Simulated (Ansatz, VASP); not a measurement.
# Two plane-wave programs on NaH

```
Na H
1.0
     3.95331    0.00000    0.00000
    -1.97665    3.42366    0.00000
     0.00000    0.00000    4.82832
Na H
2 2
Cartesian
  0.0000 2.2824 1.2071
  1.9767 1.1412 3.6212
  1.9767 1.1412 1.2071
  0.0000 2.2824 3.6212
```

Alike in both runs: task single point; functional PBE; k mesh 6 × 6 × 4; occupations gaussian, width 0.2 eV; no spin polarisation.

```csv
,VASP,Ansatz
version,VASP 6.6.1,Ansatz 0.2.0
potentials or method,"VASP PAW PBE potentials, release 64 (Na_pv, H)",plane waves
plane-wave cutoff (eV),500,420
valence electrons in the cell,16,20
```

```tsv
	VASP	Ansatz	Ansatz less VASP
gap on the k mesh at the Fermi level (eV)	3.33	3.33	-0.001
pressure (GPa)	0.3	0.4	+0.06
traceless stress, the component that is largest in VASP (GPa)	0.07	0.08	+0.003
```

The functional is the same, so the differences come from potentials, cutoffs and numerics. VASP's potentials hold 16 valence electrons a cell and Ansatz's 20, so a difference there can come from the potentials and not from the codes.
